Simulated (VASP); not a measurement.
# PbS (Fm-3m) in VASP: further runs

PbS is run at these levels: LDA; tasks: single point.

Program: VASP 6.6.1. These are calculated values, not measurements. Logs are shortened: lines on timing, memory, paths and dates and some standing lists are left out, and cuts for length are marked.

## Step 1: The cell of the first run

The structure is cubic, space group Fm-3m (No. 225). Conventional cell: a = 5.510 Å, b = 5.510 Å, c = 5.510 Å, α = 90.00°, β = 90.00°, γ = 90.00°. Pb (site symmetry m-3m) has 6 S at 2.76 Å within 3.6 Å. Within 3.6 Å of S (site symmetry m-3m) lie 6 Pb at 2.76 Å.

## Step 2: Single point, LDA (20.92 Å³/atom)

INCAR reads:

```
ALGO = Normal ; EDIFF = 1E-6
ENCUT = 500 ; GGA_COMPAT = F
ISIF = 2 ; ISMEAR = 0
LASPH = T ; LCHARG = F
LREAL = F ; LWAVE = F
NBANDS = 17 ; NELM = 120
PREC = Accurate ; SIGMA = 0.03
```

KPOINTS reads:

```
k-points
0
Gamma
  12 12 12
```

POSCAR reads:

```
PbS
1.0
    0.0000000000      2.7552471316      2.7552471316
    2.7552471316      0.0000000000      2.7552471316
    2.7552471316      2.7552471316      0.0000000000
Pb S
1 1
Direct
    0.0000000000      0.0000000000      0.0000000000
    0.5000000000      0.5000000000      0.5000000000
```

Potentials or basis: VASP PAW LDA potentials, release 64 (Pb_d, S).

The run is started by

```bash
cat potpaw_LDA.64/Pb_d/POTCAR potpaw_LDA.64/S/POTCAR > POTCAR
mpirun -np 1 vasp_std > vasp.out
```

OUTCAR:

```text
EDIFF = 1E-6
   ENCUT = 500
   ISIF = 2
   ISMEAR = 0
   LASPH = T
   LREAL = F
   NELM = 120
   PREC = Accurate

 ion  position               nearest neighbor table
   1  0.000  0.000  0.000-   2 2.76   2 2.76   2 2.76   2 2.76   2 2.76   2 2.76
   2  0.500  0.500  0.500-   1 2.76   1 2.76   1 2.76   1 2.76   1 2.76   1 2.76

  LATTYP: Found a face centered cubic cell.
 ALAT       =     5.5104942632

  Lattice vectors:

 A1 = (   0.0000000000,   2.7552471316,   2.7552471316)
 A2 = (   2.7552471316,   0.0000000000,   2.7552471316)
 A3 = (   2.7552471316,   2.7552471316,   0.0000000000)

Analysis of symmetry for initial positions (statically):
=====================================================================
 Subroutine PRICEL returns:
 Original cell was already a primitive cell.

 Routine SETGRP: Setting up the symmetry group for a
 face centered cubic supercell.

 Subroutine GETGRP returns: Found 48 space group operations
 (whereof 48 operations were pure point group operations)
 out of a pool of 48 trial point group operations.

The static configuration has the point symmetry O_h .

Analysis of symmetry for dynamics (positions and initial velocities):
=====================================================================
 Subroutine PRICEL returns:
 Original cell was already a primitive cell.

 Routine SETGRP: Setting up the symmetry group for a
 face centered cubic supercell.

 Subroutine GETGRP returns: Found 48 space group operations
 (whereof 48 operations were pure point group operations)
 out of a pool of 48 trial point group operations.

The dynamic configuration has the point symmetry O_h .

 Subroutine INISYM returns: Found 48 space group operations
 (whereof 48 operations are pure point group operations),
 and found     1 'primitive' translations

----------------------------------------------------------------------------------------

                                     Primitive cell

  volume of cell :      41.8323

  direct lattice vectors                    reciprocal lattice vectors
     0.000000000  2.755247132  2.755247132    -0.181471925  0.181471925  0.181471925
     2.755247132  0.000000000  2.755247132     0.181471925 -0.181471925  0.181471925
     2.755247132  2.755247132  0.000000000     0.181471925  0.181471925 -0.181471925

  length of vectors
     3.896507861  3.896507861  3.896507861     0.314318594  0.314318594  0.314318594

  position of ions in fractional coordinates (direct lattice)
     0.000000000  0.000000000  0.000000000
     0.500000000  0.500000000  0.500000000

  ion indices of the primitive-cell ions
   primitive index   ion index
                 1           1
                 2           2

----------------------------------------------------------------------------------------

 KPOINTS: k-points

Automatic generation of k-mesh.
 Grid dimensions read from file:
 generate k-points for:   12   12   12

 Generating k-lattice:

  Cartesian coordinates                     Fractional coordinates (reciprocal lattice)
    -0.015122660  0.015122660  0.015122660     0.083333333  0.000000000  0.000000000
     0.015122660 -0.015122660  0.015122660     0.000000000  0.083333333  0.000000000
     0.015122660  0.015122660 -0.015122660     0.000000000  0.000000000  0.083333333

  Length of vectors
     0.026193216  0.026193216  0.026193216

  Shift w.r.t. Gamma in fractional coordinates (k-lattice)
     0.000000000  0.000000000  0.000000000

 Subroutine IBZKPT returns following result:
 ===========================================

 Found     72 irreducible k-points:

 Following reciprocal coordinates:
            Coordinates               Weight
  0.000000  0.000000  0.000000      1.000000
  0.083333  0.000000  0.000000      8.000000
  0.166667  0.000000  0.000000      8.000000
  0.250000  0.000000  0.000000      8.000000
  0.333333  0.000000  0.000000      8.000000
  0.416667  0.000000  0.000000      8.000000
[... 16 lines left out ...]
  0.500000  0.166667  0.000000     24.000000
 -0.416667  0.166667  0.000000     24.000000
 [... further k-points ...]
   k-points           NKPTS =     72   k-points in BZ     NKDIM =     72   number of bands    NBANDS=     17
   number of dos      NEDOS =    301   number of ions     NIONS =      2
   total plane-waves  NPLWV =  21952
   dimension x,y,z NGX =    28 NGY =   28 NGZ =   28
   dimension x,y,z NGXF=    56 NGYF=   56 NGZF=   56
   ions per type =               1   1
   NGX,Y,Z   is equivalent  to a cutoff of  11.95, 11.95, 11.95 a.u.
   NGXF,Y,Z  is equivalent  to a cutoff of  23.89, 23.89, 23.89 a.u.
 SYSTEM =  unknown system
   PREC   = accura    normal or accurate (medium, high low for compatibility)
   ISTART =      0    job   : 0-new  1-cont  2-samecut
   ICHARG =      2    charge: 1-file 2-atom 10-const
   ISPIN  =      1    spin polarized calculation?
   LNONCOLLINEAR =      F non collinear calculations
   LSORBIT =      F    spin-orbit coupling
   LASPH  =      T    aspherical Exc in radial PAW
   ENCUT  =  500.0 eV  36.75 Ry    6.06 a.u.   7.10  7.10  7.10*2*pi/ulx,y,z
   NELM   =    120;   NELMIN=  2; NELMDL= -5     # of ELM steps
   EDIFF  = 0.1E-05   stopping-criterion for ELM
   LREAL  =      F    real-space projection
   EDIFFG = 0.1E-04   stopping-criterion for IOM
   NSW    =      0    number of steps for IOM
   IBRION =     -1    ionic relax: 0-MD 1-quasi-New 2-CG
   NFREE  =      0    steps in history (QN), initial steepest desc. (CG)
   ISIF   =      2    stress and relaxation
   ISYM   =      2    0-nonsym 1-usesym 2-fastsym
   POTIM  = 0.5000    time-step for ionic-motion
   TEBEG  =    0.0;   TEEND  =   0.0 temperature during run
   PSTRESS=    0.0 pullay stress
   NELECT =      20.0000    total number of electrons
   NUPDOWN=      -1.0000    fix difference up-down
   EMIN   =  10.00;   EMAX   =-10.00  energy-range for DOS
   EFERMI =   0.00;   METHOD = LEGACY
   ISMEAR =     0;   SIGMA  =   0.03  broadening in eV -4-tet -1-fermi 0-gaus
   EFERMI_NEDOS =   21; number of points for ismear=-14 and -15
   IALGO  =     38    algorithm
   IMIX   =      4    mixing-type and parameters
     AMIX     =   0.40;   BMIX     =  1.00
     AMIX_MAG =   1.60;   BMIX_MAG =  1.00
  volume/ion in A,a.u.               =      20.92       141.15
  Fermi-wavevector in a.u.,A,eV,Ry     =   1.280111  2.419059 22.295649  1.638684
  Thomas-Fermi vector in A             =   2.412558
   LORBIT       =      0    0 simple, 1 ext, 2 COOP (PROOUT), +10 PAW based schemes
   GGA     = CA    functional components
   LHFCALC =     F    Hartree Fock is set to
   AEXX    =    0.0000 exact exchange contribution
   IVDW    =     0    specifies the selected vdW correction
   LEPSILON=     F    determine dielectric tensor
   LRPA    =     F    only Hartree local field effects (RPA)
 non-spin polarized calculation
 Gauss-broadening in eV      SIGMA  =   0.03
  energy-cutoff  :      500.00
  volume of cell :       41.83
 maximum number of plane-waves:      1074
   NGX = 15   NGY = 15   NGZ = 15

 number of electron      20.0000006 magnetization

 Free energy of the ion-electron system (eV)
  ---------------------------------------------------
  ext. energy  EPLUGINS =         0.00000000
  ---------------------------------------------------
  free energy    TOTEN  =        -9.62744082 eV

  energy without entropy =       -9.62744082  energy(sigma->0) =       -9.62744082

 E-fermi :   8.6052     XC(G=0): -11.0761

 val. band max:        8.4796319332   @ k =  -0.4167   0.0833   0.0000
 cond. band min:       8.9025703591   @ k =  -0.4167   0.0833   0.0000
 fundamental gap:      0.4229384259
 Fermi energy:         8.6052332489

 k-point     1 :       0.0000    0.0000    0.0000
  band No.  band energies     occupation
      1      -8.4771      2.00000
      2      -8.4771      2.00000
      3      -8.4765      2.00000
      4      -8.4765      2.00000
      5      -8.4765      2.00000
      6      -6.9917      2.00000
[... 9 lines left out ...]
     16      14.8966      0.00000
     17      16.5035      0.00000

 k-point     2 :       0.0833    0.0000    0.0000
  band No.  band energies     occupation
      1      -8.4825      2.00000
      2      -8.4825      2.00000
      3      -8.4764      2.00000
      4      -8.4694      2.00000
      5      -8.4694      2.00000
      6      -6.9081      2.00000
[... 9 lines left out ...]
     16      15.2068      0.00000
     17      17.3625      0.00000

 k-point     3 :       0.1667    0.0000    0.0000
  band No.  band energies     occupation
      1      -8.4975      2.00000
      2      -8.4975      2.00000
      3      -8.4773      2.00000
      4      -8.4500      2.00000
      5      -8.4500      2.00000
      6      -6.6615      2.00000
[... 9 lines left out ...]
     16      15.6566      0.00000
     17      19.0108      0.00000

 k-point     4 :       0.2500    0.0000    0.0000
  band No.  band energies     occupation
      1      -8.5180      2.00000
      2      -8.5180      2.00000
      3      -8.4798      2.00000
      4      -8.4233      2.00000
      5      -8.4233      2.00000
      6      -6.2685      2.00000
[... 9 lines left out ...]
     16      16.3090      0.00000
     17      20.9238      0.00000
[... 343 lines left out ...]
      1      -8.6521      2.00000
      2      -8.5037      2.00000
      3      -8.4842      2.00000
      4      -8.4074      2.00000
      5      -8.3699      2.00000
      6      -5.2518      2.00000
[... 9 lines left out ...]
     16      18.8719      0.00000
     17      20.7599      0.00000

 k-point    23 :       0.5000    0.1667    0.0000
  band No.  band energies     occupation
      1      -8.6536      2.00000
      2      -8.5212      2.00000
      3      -8.4741      2.00000
      4      -8.4023      2.00000
      5      -8.3637      2.00000
      6      -4.8401      2.00000
[... 9 lines left out ...]
     16      19.2858      0.00000
     17      19.7807      0.00000

 k-point    24 :      -0.4167    0.1667    0.0000
  band No.  band energies     occupation
      1      -8.6375      2.00000
      2      -8.5328      2.00000
      3      -8.4669      2.00000
      4      -8.4006      2.00000
      5      -8.3719      2.00000
      6      -4.7772      2.00000
[... 9 lines left out ...]
     16      18.4413      0.00000
     17      20.5353      0.00000

 [... further k-points ...]
[... 5 lines left out ...]
  --------------------------------------------------------------------------------------
  -------------------------------------------------------------------------------------
  Total        4.3984574      4.3984574      4.3984574     -0.0000000      0.0000000      0.0000000
  in kB      168.4609721    168.4609721    168.4609721     -0.0000000      0.0000000      0.0000000
  external PRESSURE =     168.4609721 kB  Pullay stress =       0.0000000 kB

 VOLUME and BASIS-vectors are now :
 -----------------------------------------------------------------------------
  energy-cutoff  :      500.00
  volume of cell :       41.83
      direct lattice vectors                 reciprocal lattice vectors
     0.000000000  2.755247132  2.755247132    -0.181471925  0.181471925  0.181471925
     2.755247132  0.000000000  2.755247132     0.181471925 -0.181471925  0.181471925
     2.755247132  2.755247132  0.000000000     0.181471925  0.181471925 -0.181471925

 POSITION                                       TOTAL-FORCE (eV/Angst)
 -----------------------------------------------------------------------------------
      0.00000      0.00000      0.00000        -0.000000     -0.000000      0.000000
      2.75525      2.75525      2.75525         0.000000      0.000000      0.000000
 -----------------------------------------------------------------------------------
    total drift:                                0.000000      0.000000      0.000000

  FREE ENERGIE OF THE ION-ELECTRON SYSTEM (eV)
  ---------------------------------------------------
  free  energy   TOTEN  =        -9.6274408207 eV

  energy  without entropy=       -9.6274408207  energy(sigma->0) =       -9.62744082
```

Wall time 32 s (1 thread of Intel Xeon Platinum 8259CL at 2.50GHz (Skylake/Cascade Lake), shared host); peak memory 0.17 GiB.

What came out:

| Property | Result |
| --- | --- |
| Free energy | -9.6274 eV |
| Pressure | 16.8 GPa |
| Band gap on the k mesh | 0.42 eV |

Caveat: the cell stands under pressure; spin-orbit coupling is left out, which moves the levels of the heavy elements. A k mesh can miss the band edges.

## Step 3: Single point, LDA (22.22 Å³/atom)

This run uses another cell than the first one, of 22.22 Å³/atom.

INCAR reads:

```
SYSTEM = PbS
  PREC = Accurate
  ENCUT = 500
  EDIFF = 1E-6
  ISMEAR = 0
  SIGMA = 0.03
  LREAL = .False.
  LASPH = .True.
  NELM = 120
  ALGO = Normal
  ISIF = 2
  LWAVE = .False.
  LCHARG = .False.
  NBANDS = 17
  GGA_COMPAT = .False.
```

KPOINTS reads:

```
regular mesh
0
Gamma
  12 12 12
  0 0 0
```

POSCAR reads:

```
PbS
1.0
    0.0000000000      2.8114921280      2.8114921280
    2.8114921280      0.0000000000      2.8114921280
    2.8114921280      2.8114921280      0.0000000000
Pb S
1 1
Direct
    0.0000000000      0.0000000000      0.0000000000
    0.5000000000      0.5000000000      0.5000000000
```

Potentials or basis: VASP PAW LDA potentials, release 64 (Pb_d, S).

The run is started by

```bash
cat potpaw_LDA.64/Pb_d/POTCAR potpaw_LDA.64/S/POTCAR > POTCAR
mpirun -np 1 vasp_std > vasp.out
```

It took 43 s on 1 thread of Intel Xeon Platinum 8259CL at 2.50GHz (Skylake/Cascade Lake), shared host; peak memory 0.18 GiB.

Results (log left out):

```yaml
Free_energy: -9.8434 eV
Pressure: 9.8 GPa
Band_gap_on_the_k_mesh: 0.45 eV (least direct gap 0.52 eV)
```

Levels at points of the mesh, in eV from the valence-band top:
| k point | band 6 | band 7 | band 8 | band 9 | band 10 | band 11 | band 12 | band 13 | band 14 | band 15 |
| --- | --- | --- | --- | --- | --- | --- | --- | --- | --- | --- |
| (0.00, 0.00, 0.00) | -14.93 | -5.50 | -2.77 | -2.77 | -2.77 | 5.80 | 5.80 | 5.80 | 6.46 | 6.46 |
| (0.50, 0.00, 0.00) | -13.19 | -9.78 | -2.20 | -2.20 | 0.00 | 0.51 | 1.66 | 1.66 | 8.92 | 10.01 |
| (0.50, 0.50, 0.00) | -12.38 | -7.33 | -6.50 | -4.35 | -4.35 | 3.23 | 6.26 | 6.44 | 6.44 | 11.58 |

Caveat: the cell stands under pressure; spin-orbit coupling is left out, which moves the levels of the heavy elements.

## Step 4: Single point, LDA (23.27 Å³/atom)

This run uses another cell than the first one, of 23.27 Å³/atom.

INCAR reads:

```
PREC = Accurate
ENCUT = 500
EDIFF = 1E-6
ISMEAR = 0
SIGMA = 0.03
LREAL = F
LASPH = T
NELM = 120
ALGO = Normal
ISIF = 2
LWAVE = F
LCHARG = T
GGA = CA
LELF = T
LVHAR = T
NBANDS = 17
GGA_COMPAT = F
```

KPOINTS reads:

```
Automatic mesh
0
Gamma
  12 12 12
```

POSCAR reads:

```
PbS
1.0
    0.0000000000      2.8549197093      2.8549197093
    2.8549197093      0.0000000000      2.8549197093
    2.8549197093      2.8549197093      0.0000000000
Pb S
1 1
Direct
    0.0000000000      0.0000000000      0.0000000000
    0.5000000000      0.5000000000      0.5000000000
```

The run is started by

```bash
cat potpaw_LDA.64/Pb_d/POTCAR potpaw_LDA.64/S/POTCAR > POTCAR
mpirun -np 1 vasp_std > vasp.out
```

It took 46 s on 1 thread of Intel Xeon Platinum 8259CL at 2.50GHz (Skylake/Cascade Lake), shared host; peak memory 0.18 GiB.

It converged, with:

```
Free energy            : -9.9423 eV
Pressure               : 5.4 GPa
Band gap on the k mesh : 0.28 eV
```

Levels at points of the mesh, in eV from the valence-band top:
| k point | band 8 | band 9 | band 10 | band 11 | band 12 | band 13 |
| --- | --- | --- | --- | --- | --- | --- |
| (0.00, 0.00, 0.00) | -2.65 | -2.65 | -2.65 | 5.52 | 5.52 | 5.52 |
| (0.50, 0.00, 0.00) | -2.14 | -2.14 | 0.00 | 0.28 | 1.65 | 1.65 |
| (0.50, 0.50, 0.00) | -6.19 | -4.15 | -4.15 | 3.31 | 5.96 | 6.11 |

Caveat: the cell stands under pressure; spin-orbit coupling is left out, which moves the levels of the heavy elements.

## Step 5: Single point, LDA (24.32 Å³/atom)

This run uses another cell than the first one, of 24.32 Å³/atom.

INCAR reads:

```
SYSTEM = PbS
PREC = Accurate
ENCUT = 500
EDIFF = 1E-6
ISMEAR = 0
SIGMA = 0.03
LREAL = .False.
LASPH = .True.
NELM = 120
ALGO = Normal
ISIF = 2
LWAVE = .False.
LCHARG = .True.
LELF = .True.
LVHAR = .True.
NBANDS = 17
GGA_COMPAT = .False.
```

KPOINTS reads:

```
Automatic mesh
0
Gamma
  12 12 12
  0 0 0
```

POSCAR reads:

```
PbS
1.0
    0.0000000000      2.8970648228      2.8970648228
    2.8970648228      0.0000000000      2.8970648228
    2.8970648228      2.8970648228      0.0000000000
Pb S
1 1
Direct
    0.0000000000      0.0000000000      0.0000000000
    0.5000000000      0.5000000000      0.5000000000
```

The run is started by

```bash
cat potpaw_LDA.64/Pb_d/POTCAR potpaw_LDA.64/S/POTCAR > POTCAR
mpirun -np 1 vasp_std > vasp.out
```

Run time: 44 s. Hardware: 1 thread of Intel Xeon Platinum 8259CL at 2.50GHz (Skylake/Cascade Lake), shared host; peak memory 0.18 GiB.

It converged, with:

* Free energy: -9.9898 eV
* Pressure: 1.9 GPa
* Band gap on the k mesh: 0.07 eV

Levels at points of the mesh, in eV from the valence-band top:
```csv
k point,band 7,band 8,band 9,band 10,band 11,band 12,band 13,band 14
"(0.00, 0.00, 0.00)",-5.97,-2.54,-2.54,-2.54,5.26,5.26,5.26,6.44
"(0.50, 0.00, 0.00)",-9.40,-2.08,-2.08,0.00,0.07,1.65,1.65,8.54
"(0.50, 0.50, 0.00)",-7.42,-5.91,-3.96,-3.96,3.39,5.68,5.81,5.81
```

Caveat: spin-orbit coupling is left out, which moves the levels of the heavy elements.

## Step 6: Single point, LDA (25.10 Å³/atom)

This run uses another cell than the first one, of 25.10 Å³/atom.

INCAR reads:

```
SYSTEM = PbS
ALGO = Normal ; EDIFF = 1E-6
ENCUT = 500 ; GGA_COMPAT = .False.
ISIF = 2 ; ISMEAR = 0
LASPH = .True. ; LCHARG = .True.
LELF = .True. ; LREAL = .False.
LVHAR = .True. ; LWAVE = .False.
NBANDS = 17 ; NELM = 120
PREC = Accurate ; SIGMA = 0.03
```

KPOINTS reads:

```
k-points
0
Gamma
  12 12 12
  0 0 0
```

POSCAR reads:

```
PbS
1.0
    0.0000000000      2.9278869746      2.9278869746
    2.9278869746      0.0000000000      2.9278869746
    2.9278869746      2.9278869746      0.0000000000
Pb S
1 1
Direct
    0.0000000000      0.0000000000      0.0000000000
    0.5000000000      0.5000000000      0.5000000000
```

Potentials or basis: VASP PAW LDA potentials, release 64 (Pb_d, S).

The run is started by

```bash
cat potpaw_LDA.64/Pb_d/POTCAR potpaw_LDA.64/S/POTCAR > POTCAR
mpirun -np 1 vasp_std > vasp.out
```

It took 45 s on 1 thread of Intel Xeon Platinum 8259CL at 2.50GHz (Skylake/Cascade Lake), shared host; peak memory 0.18 GiB.

The run converged. Its results:

| Quantity | Value |
| --- | --- |
| Free energy | -9.9981 eV |
| Pressure | -0.3 GPa |
| Band gap on the k mesh | 0.06 eV |

Levels at points of the mesh, in eV from the valence-band top:
```tsv
k point	band 6	band 7	band 8	band 9	band 10	band 11	band 12	band 13	band 14	band 15
(0.00, 0.00, 0.00)	-13.98	-6.06	-2.41	-2.41	-2.41	5.13	5.13	5.13	6.50	6.50
(0.50, 0.00, 0.00)	-12.59	-9.22	-1.97	-1.97	0.00	0.06	1.70	1.70	8.47	9.97
(0.50, 0.50, 0.00)	-12.08	-7.39	-5.65	-3.77	-3.77	3.51	5.54	5.66	5.66	11.17
```

Caveat: spin-orbit coupling is left out, which moves the levels of the heavy elements. A k mesh can miss the band edges.

## Step 7: The runs side by side

```csv
cell,gap on the mesh (eV),pressure (GPa)
"a = 3.897 Å, angles 60.0°, 2 atoms",0.42,16.8
"a = 3.976 Å, angles 60.0°, 2 atoms",0.45,9.8
"a = 4.037 Å, angles 60.0°, 2 atoms",0.28,5.4
"a = 4.097 Å, angles 60.0°, 2 atoms",0.07,1.9
"a = 4.141 Å, angles 60.0°, 2 atoms",0.06,-0.3
```

Alike in all rows: task single point; level LDA; potentials or basis VASP PAW LDA potentials, release 64 (Pb_d, S); no spin polarisation; k mesh 12 × 12 × 12; cutoff (eV) 500; smearing gaussian 0.03 eV.

Caveats: spin-orbit coupling is left out, which moves the levels of the heavy elements; the cell stands under pressure (at least some runs).

Total energies depend on the potentials used, so only differences within one code and one set of settings carry meaning.
